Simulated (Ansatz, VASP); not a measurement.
One calculation of Ga, two programs

The input POSCAR:

```
Ga
1.0
   -1.3829400000      1.3829400000      2.1621300000
    1.3829400000     -1.3829400000      2.1621300000
    1.3829400000      1.3829400000     -2.1621300000
Ga
1
Direct
    0.0000000000      0.0000000000      0.0000000000
```

INCAR.step1

```
PREC = Accurate ; ENCUT = 520
ISMEAR = 0 ; SIGMA = 0.15
LREAL = F ; LASPH = T
NELM = 100 ; NBANDS = 12
GGA = PE ; ALGO = Normal
EDIFF = 1E-4 ; LWAVE = T
LCHARG = F
```

Contents of INCAR.step2:

```
PREC = Accurate ; ENCUT = 520
EDIFF = 1E-6 ; ISMEAR = 0
SIGMA = 0.15 ; LREAL = F
LASPH = T ; NELM = 100
ALGO = Normal ; ISIF = 2
LWAVE = F ; LCHARG = F
METAGGA = R2SCAN ; LMIXTAU = T
NBANDS = 12 ; ISTART = 1
```

Contents of KPOINTS:

```
regular mesh
0
Gamma
  24 24 24
```

Input for Ansatz:

```yaml
crystal:
  lattice:
    - [-1.38294, 1.38294, 2.16213]
    - [1.38294, -1.38294, 2.16213]
    - [1.38294, 1.38294, -2.16213]
  atoms:
    - { symbol: Ga, position: [0.0, 0.0, 0.0] }
basis:
  ecutwfc: 500
kpoints:
  mp_grid: { grid: [24, 24, 24] }
hamiltonian:
  xc: r2scan
scf:
  occupations: { method: gaussian, width: 0.15 }
output:
  forces: true
  stress: true
  eigenvalues: true
  write_density: true
  write_potential: true
  elf: true
  volumetric_format: npy
```

Change from the starting cell: strain -0.015 along x and y, -0.030 along z, atoms carried along.

Alike in both runs: task single point; functional r2SCAN; k mesh 24 × 24 × 24; occupations gaussian, width 0.15 eV; no spin polarisation.

```csv
,VASP,Ansatz
version,VASP 6.6.1,Ansatz 0.2.0
potentials or method,"VASP PAW PBE potentials, release 64 (Ga_d), cutoff 520 eV","scalar-relativistic, plane waves, PAW"
valence electrons in the cell,13,13
```

```csv
,VASP,Ansatz,Ansatz less VASP
gap on the k mesh at the Fermi level (eV),none,none,-
pressure (GPa),5.3,5.3,-0.07
"traceless stress, the component that is largest in VASP (GPa)",0.22,0.26,+0.047
```

VASP's potentials were made for PBE, not for r2SCAN. A gap of «none» marks a metal or a gap that the smearing closes.
